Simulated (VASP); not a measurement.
Set up this calculation in VASP 6.6.1, as the native input.

* Task: single point
* Functional: PBE
* Potentials or basis: VASP PAW PBE potentials, release 64 (W_sv, C)
* Cutoff: 520 eV
* k mesh: 9 × 7 × 1
* Occupations: gaussian, width 0.1 eV
* Spin: no spin polarisation
* Dipole correction: yes
* Further INCAR settings: ALGO = Normal; EDIFF = 1e-06; NBANDS = 38

The structure of W4C lies in POSCAR:

```
W4C
1.0
    2.8547213223      0.0000000000      0.0000000000
    0.0000000000      4.0371856107      0.0000000000
    0.0000000000      0.0000000000     19.4570327473
W C
4 1
Direct
    0.5000000000      0.5000000000      0.2055811928
    0.0000000000      0.0000000000      0.2789408195
    0.5000000000      0.5000000000      0.3513926690
    0.0000000000      0.0000000000      0.4089540708
    0.1666666667      0.5000000000      0.4384300554
```

These files were run (other wordings do the same):

INCAR

```
ALGO = Normal
DIPOL = 0.5 0.5 0.337
EDIFF = 1E-6
ENCUT = 520
GGA = PE
IDIPOL = 3
ISIF = 2
ISMEAR = 0
LASPH = True
LCHARG = True
LDIPOL = True
LELF = True
LREAL = False
LVACPOTAV = True
LVHAR = True
LWAVE = False
NBANDS = 38
NELM = 80
PREC = Accurate
SIGMA = 0.1
```

KPOINTS

```
k-points
0
Gamma
  9 7 1
```

Potentials or basis: VASP PAW PBE potentials, release 64 (W_sv, C).

Launch:

```sh
$ cat potpaw_PBE.64/W_sv/POTCAR potpaw_PBE.64/C/POTCAR > POTCAR
$ mpirun -np 1 vasp_std > vasp.out
```

It gave:

```yaml
Largest_force: 3.348 eV/Å
Band_gap_on_the_k_mesh: zero (bands 30 and 31 overlap by 0.47 eV)
```

Caveat: spin-orbit coupling is left out, which moves the levels of the heavy elements.

Run time: 3.5 min on 1 thread of Intel(R) Xeon(R) Platinum 8488C (Sapphire Rapids), with other jobs on the host, peak memory 0.39 GiB.
